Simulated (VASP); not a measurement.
# CoSi2 (P6/mmm) in VASP: further runs, part 2 of 2

VASP 6.6.1.

## Step 3: Relaxation of shape and atoms at fixed volume, PBEsol, collinear spin, ferromagnetic start (volume scaled by 0.960)

The input, INCAR:

```
  ALGO = Normal
  EDIFF = 1E-7
  EDIFFG = -0.01
  ENCUT = 600
  GGA = PS
  IBRION = 2
  ISIF = 4
  ISMEAR = 0
  ISPIN = 2
  LASPH = T
  LCHARG = F
  LMAXMIX = 4
  LORBIT = 11
  LREAL = F
  LWAVE = F
  MAGMOM = 0.05 0 0
  NELM = 150
  NSW = 60
  PREC = Accurate
  SIGMA = 0.05
```

The input, KPOINTS:

```
k-points
0
Gamma
  10 10 12
```

The input, POSCAR:

```
CoSi2
1.0
    4.0597009303      0.0000000000      0.0000000000
   -2.0298504652      3.5158041374      0.0000000000
    0.0000000000      0.0000000000      2.4456538319
Co Si
1 2
Direct
    0.0000000000      0.0000000000      0.0000000000
    0.3333333333      0.6666666667      0.5000000000
    0.6666666667      0.3333333333      0.5000000000
```

Potentials or basis: VASP PAW PBE potentials, release 64 (Co, Si).

On the command line:

```sh
$ cat potpaw_PBE.64/Co/POTCAR potpaw_PBE.64/Si/POTCAR > POTCAR
$ mpirun -np 1 vasp_std > vasp.out
```

OUTCAR:

```text
EDIFF = 1E-7
   EDIFFG = -0.01
   ENCUT = 600
   GGA = PS
   IBRION = 2
   ISIF = 4
   ISMEAR = 0
   ISPIN = 2
   LASPH = T
   LORBIT = 11
   LREAL = F
   NELM = 150
   NSW = 60
   PREC = Accurate

 ion  position               nearest neighbor table
   1  0.000  0.000  0.000-   2 2.64   3 2.64   2 2.64   3 2.64   3 2.64   3 2.64   2 2.64   2 2.64
                             3 2.64   3 2.64   2 2.64   2 2.64
   2  0.333  0.667  0.500-   3 2.34   3 2.34   3 2.34   1 2.64   1 2.64   1 2.64   1 2.64   1 2.64
                             1 2.64
   3  0.667  0.333  0.500-   2 2.34   2 2.34   2 2.34   1 2.64   1 2.64   1 2.64   1 2.64   1 2.64
                             1 2.64

  LATTYP: Found a hexagonal cell.
 ALAT       =     4.0597009303
 C/A-ratio  =     0.6024221670

  Lattice vectors:

 A1 = (   4.0597009303,   0.0000000000,   0.0000000000)
 A2 = (  -2.0298504652,   3.5158041374,   0.0000000000)
 A3 = (   0.0000000000,   0.0000000000,   2.4456538319)

Analysis of symmetry for initial positions (statically):
=====================================================================
 Subroutine PRICEL returns:
 Original cell was already a primitive cell.

 Routine SETGRP: Setting up the symmetry group for a
 hexagonal supercell.

 Subroutine GETGRP returns: Found 24 space group operations
 (whereof 24 operations were pure point group operations)
 out of a pool of 24 trial point group operations.

The static configuration has the point symmetry D_6h.

Analysis of symmetry for dynamics (positions and initial velocities):
=====================================================================
 Subroutine PRICEL returns:
 Original cell was already a primitive cell.

 Routine SETGRP: Setting up the symmetry group for a
 hexagonal supercell.

 Subroutine GETGRP returns: Found 24 space group operations
 (whereof 24 operations were pure point group operations)
 out of a pool of 24 trial point group operations.

The dynamic configuration has the point symmetry D_6h.
[... 230 lines left out ...]
      9      11.4456      1.00000
     10      12.4936      0.00000
     11      12.4936      0.00000
     12      15.8341      0.00000
[... 333 lines left out ...]
      1      -0.5396      1.00000
      2       1.0441      1.00000
      3       4.9660      1.00000
      4       7.7184      1.00000
      5       9.6068      1.00000
      6       9.7896      1.00000
      7      11.1710      1.00000
      8      11.3373      1.00000
      9      12.1936      0.00066
     10      15.6037      0.00000
     11      16.9934      0.00000
     12      18.2577      0.00000

 [... further k-points ...]

 spin component 2

 k-point     1 :       0.0000    0.0000    0.0000
  band No.  band energies     occupation
      1      -2.8266      1.00000
      2       6.1505      1.00000
      3       6.1505      1.00000
      4       7.7689      1.00000
      5       8.6555      1.00000
      6      10.1205      1.00000
      7      10.1205      1.00000
      8      11.4456      1.00000
      9      11.4456      1.00000
     10      12.4937      0.00000
     11      12.4937      0.00000
     12      15.8341      0.00000
[... 333 lines left out ...]
      1      -0.5396      1.00000
      2       1.0441      1.00000
      3       4.9660      1.00000
      4       7.7184      1.00000
      5       9.6069      1.00000
      6       9.7897      1.00000
      7      11.1711      1.00000
      8      11.3374      1.00000
      9      12.1936      0.00065
     10      15.6037      0.00000
     11      16.9935      0.00000
     12      18.2577      0.00000

 [... further k-points ...]
[... 5 lines left out ...]
  --------------------------------------------------------------------------------------
  -------------------------------------------------------------------------------------
  Total        1.5812790      1.5812790      1.5945834     -0.0000000      0.0000000      0.0000000
  in kB       72.5780639     72.5780639     73.1887161     -0.0000000      0.0000000      0.0000000
  external PRESSURE =      72.7816146 kB  Pullay stress =       0.0000000 kB

 VOLUME and BASIS-vectors are now :
 -----------------------------------------------------------------------------
  energy-cutoff  :      600.00
  volume of cell :       34.91
      direct lattice vectors                 reciprocal lattice vectors
     4.056962463 -0.000000000  0.000000000     0.246489833  0.142310971 -0.000000000
    -2.028481232  3.513432555 -0.000000000     0.000000000  0.284621943 -0.000000000
    -0.000000000  0.000000000  2.448956600    -0.000000000  0.000000000  0.408337167

 POSITION                                       TOTAL-FORCE (eV/Angst)
 -----------------------------------------------------------------------------------
      4.05696     -0.00000      0.00000         0.000000      0.000000      0.000000
     -0.00000      2.34229      1.22448         0.000000     -0.000000      0.000000
      2.02848      1.17114      1.22448        -0.000000      0.000000     -0.000000
 -----------------------------------------------------------------------------------
    total drift:                                0.000000     -0.000000     -0.000000

  FREE ENERGIE OF THE ION-ELECTRON SYSTEM (eV)
  ---------------------------------------------------
  free  energy   TOTEN  =       -18.5365113215 eV

  energy  without entropy=      -18.5333855021  energy(sigma->0) =      -18.53494841

 reached required accuracy - stopping structural energy minimisation

 total charge

# of ion       s       p       d       tot
------------------------------------------
    1        0.386   0.448   7.509   8.343
    2        0.774   0.886   0.000   1.660
    3        0.774   0.886   0.000   1.660
--------------------------------------------------
tot          1.934   2.219   7.509  11.662

 magnetization (x)

# of ion       s       p       d       tot
------------------------------------------
    1       -0.000  -0.000   0.000   0.000
    2        0.000   0.000   0.000   0.000
    3        0.000   0.000   0.000   0.000
--------------------------------------------------
tot          0.000   0.000   0.000   0.000
```

OSZICAR:

```text
N       E                     dE             d eps       ncg     rms          rms(c)
DAV:   1     0.740661733428E+02    0.74066E+02   -0.78475E+03  4720   0.154E+03
DAV:   2    -0.154002010557E+02   -0.89466E+02   -0.84105E+02  4772   0.274E+02
[... 17 lines left out ...]
DAV:   1    -0.185367243562E+02   -0.30596E-03   -0.72585E-03  5260   0.788E-01    0.959E-02
DAV:   2    -0.185365884161E+02    0.13594E-03   -0.30006E-04  6664   0.304E-01    0.622E-02
DAV:   3    -0.185366074870E+02   -0.19071E-04   -0.48756E-04  6368   0.466E-01    0.813E-02
DAV:   4    -0.185365118406E+02    0.95646E-04   -0.22185E-04  6332   0.305E-01    0.571E-03
DAV:   5    -0.185365114002E+02    0.44043E-06   -0.93697E-06  5064   0.298E-02    0.276E-03
DAV:   6    -0.185365113215E+02    0.78694E-07   -0.23113E-07  4836   0.674E-03
   2 F= -.18536511E+02 E0= -.18534948E+02  d E =-.929058E-04  mag=     0.0000
```

CONTCAR:

```text
CoSi2
   1.00000000000000
     4.0569624629763954   -0.0000000000014342    0.0000000000000000
    -2.0284812315394061    3.5134325551306933   -0.0000000000000000
    -0.0000000000000000    0.0000000000000000    2.4489566001819472
  Co              Si
     1     2
Direct
     1.0000000000000000    0.0000000000000000    0.0000000000000000
     0.3333333332999970    0.6666666667000030    0.5000000000000000
     0.6666666667000030    0.3333333332999970    0.5000000000000000

  0.00000000E+00  0.00000000E+00  0.00000000E+00
  0.00000000E+00  0.00000000E+00  0.00000000E+00
  0.00000000E+00  0.00000000E+00  0.00000000E+00
```

It took 2.2 min on 1 thread of AMD EPYC 9R45 (Zen 5), shared host; peak memory 0.19 GiB.

What came out:

| Quantity | Value |
| --- | --- |
| Free energy | -18.5365 eV |
| Energy gained by relaxing | 0.0 meV/atom |
| Ionic steps | 2 |
| Pressure after relaxing | 7.3 GPa |
| Net moment | 0.00 μB per cell |
| Valence electrons inside the program's atomic spheres | Co 8.34; Si 1.66 |

Final structure:
```yaml
crystal:
  lattice:
    - [4.05696, 0.00000, 0.00000]
    - [-2.02848, 3.51343, 0.00000]
    - [0.00000, 0.00000, 2.44896]
  atoms:
    - { symbol: Co, position: [0.00000, 0.00000, 0.00000] }
    - { symbol: Si, position: [0.33333, 0.66667, 0.50000] }
    - { symbol: Si, position: [0.66667, 0.33333, 0.50000] }
```

Levels at points of the mesh, in eV from the Fermi level:
Spin up:
| k point | band 5 | band 6 | band 7 | band 8 | band 9 | band 10 | band 11 | band 12 |
| --- | --- | --- | --- | --- | --- | --- | --- | --- |
| (0.00, 0.00, 0.00) | -3.42 | -1.96 | -1.96 | -0.63 | -0.63 | 0.41 | 0.41 | 3.75 |
| (0.50, 0.00, 0.00) | -2.56 | -2.32 | -0.75 | -0.66 | -0.03 | 4.66 | 5.39 | 5.72 |
| (0.00, 0.00, 0.50) | -2.26 | -2.26 | -0.89 | -0.89 | -0.33 | 0.51 | 3.76 | 5.25 |
| (0.50, 0.00, 0.50) | -4.61 | -1.52 | -1.51 | -0.52 | 0.58 | 0.84 | 0.90 | 1.36 |
Spin down:
| k point | band 6 | band 7 | band 8 | band 9 | band 10 | band 11 |
| --- | --- | --- | --- | --- | --- | --- |
| (0.00, 0.00, 0.00) | -1.96 | -1.96 | -0.63 | -0.63 | 0.41 | 0.41 |
| (0.50, 0.00, 0.00) | -2.32 | -0.75 | -0.66 | -0.03 | 4.66 | 5.39 |
| (0.00, 0.00, 0.50) | -2.26 | -0.89 | -0.89 | -0.33 | 0.51 | 3.76 |
| (0.50, 0.00, 0.50) | -1.52 | -1.51 | -0.52 | 0.58 | 0.84 | 0.90 |

Caveat: the PAW data sets were made with another functional, which shifts forces and pressure a little.

## Step 4: Relaxation of shape and atoms at fixed volume, PBEsol, collinear spin, ferromagnetic start (volume scaled by 0.980)

The input, INCAR:

```
SYSTEM = CoSi2
PREC     = Accurate       ! precision mode
ENCUT    = 600            ! plane-wave cutoff, eV
EDIFF    = 1E-6           ! SCF threshold, eV
ISMEAR   = 0              ! smearing method
SIGMA    = 0.05           ! smearing width, eV
LREAL    = .FALSE.        ! projectors in reciprocal space
LASPH    = .TRUE.         ! aspherical terms in the spheres
NELM     = 150            ! most SCF steps
ALGO     = Normal         ! electronic algorithm
ISIF     = 4              ! what is computed and relaxed
LWAVE    = .FALSE.        ! write WAVECAR
LCHARG   = .FALSE.        ! write CHGCAR
ISPIN    = 2              ! spin polarisation
MAGMOM   = 0.05 0 0       ! initial moments
LORBIT   = 11             ! projections on sites
LMAXMIX  = 4              ! l up to which the mixer works
GGA      = PS             ! functional
IBRION   = 2              ! ionic algorithm
NSW      = 60             ! ionic steps
EDIFFG   = -0.01          ! ionic threshold
```

The input, KPOINTS:

```
Automatic mesh
0
G
  10 10 12
  0 0 0
```

The input, POSCAR:

```
CoSi2
1.0
    4.0905745222      0.0000000000      0.0000000000
   -2.0452872611      3.5425414523      0.0000000000
    0.0000000000      0.0000000000      2.4590609435
Co Si
1 2
Direct
    0.0000000000      0.0000000000      0.0000000000
    0.3333333333      0.6666666667      0.5000000000
    0.6666666667      0.3333333333      0.5000000000
```

On the command line:

```sh
$ cat potpaw_PBE.64/Co/POTCAR potpaw_PBE.64/Si/POTCAR > POTCAR
$ mpirun -np 1 vasp_std > vasp.out
```

Wall time 2.7 min (1 thread of AMD EPYC 9R45 (Zen 5), shared host); peak memory 0.21 GiB.

Results (log left out):

```
Free energy                                           : -18.5609 eV
Energy gained by relaxing                             : 0.0 meV/atom
Ionic steps                                           : 2
Pressure after relaxing                               : 3.6 GPa
Net moment                                            : 0.01 μB per cell
Valence electrons inside the program's atomic spheres : Co 8.30; Si 1.65
```

Stress tensor (GPa, compression positive):
```
3.51 0.00 0.00
0.00 3.51 0.00
0.00 0.00 3.63
```

Final structure:
```yaml
crystal:
  lattice:
    - [4.08808, 0.00000, 0.00000]
    - [-2.04404, 3.54038, 0.00000]
    - [0.00000, 0.00000, 2.46206]
  atoms:
    - { symbol: Co, position: [0.00000, 0.00000, 0.00000] }
    - { symbol: Si, position: [0.33333, 0.66667, 0.50000] }
    - { symbol: Si, position: [0.66667, 0.33333, 0.50000] }
```

Levels at points of the mesh, in eV from the Fermi level:
Spin up:
```
           k point  band 7  band 8  band 9  band 10  band 11  band 12
(0.00, 0.00, 0.00)   -1.90   -0.60   -0.60     0.41     0.41     3.64
(0.50, 0.00, 0.00)   -0.71   -0.62   -0.05     4.58     5.38     5.63
(0.00, 0.00, 0.50)   -0.86   -0.86   -0.35     0.51     3.50     5.23
(0.50, 0.00, 0.50)   -1.45   -0.53    0.56     0.83     0.88     1.43
```
Spin down:
```
           k point  band 6  band 7  band 8  band 9  band 10  band 11
(0.00, 0.00, 0.00)   -1.90   -1.90   -0.59   -0.59     0.42     0.42
(0.50, 0.00, 0.00)   -2.23   -0.70   -0.61   -0.04     4.58     5.39
(0.00, 0.00, 0.50)   -2.16   -0.86   -0.86   -0.35     0.52     3.50
(0.50, 0.00, 0.50)   -1.45   -1.44   -0.52    0.57     0.83     0.88
```

Caveat: the PAW data sets were made with another functional, which shifts forces and pressure a little.

## Step 5: Summary

```csv
task,cell,k mesh,cutoff (eV),gap on the mesh (eV),pressure (GPa),moment (μB)
single point,"a = 4.111, b = 4.111, c = 2.491 Å, angles 90.0, 90.0, 120.0°, 3 atoms",10 × 10 × 8,520,none,0.5,0.67
relaxation of shape and atoms at fixed volume,"relaxed from a = 4.060, b = 4.060, c = 2.446 Å, angles 90.0, 90.0, 120.0°, 3 atoms",10 × 10 × 12,600,none,7.3,0.00
relaxation of shape and atoms at fixed volume,"relaxed from a = 4.091, b = 4.091, c = 2.459 Å, angles 90.0, 90.0, 120.0°, 3 atoms",10 × 10 × 12,600,none,3.6,0.01
```

Alike in all rows: level PBEsol; potentials or basis VASP PAW PBE potentials, release 64 (Co, Si); spin collinear, ferromagnetic start; smearing gaussian 0.05 eV.

Caveats: the PAW data sets were made with another functional, which shifts forces and pressure a little.

Total energies depend on the potentials used, so only differences within one code and one set of settings carry meaning.
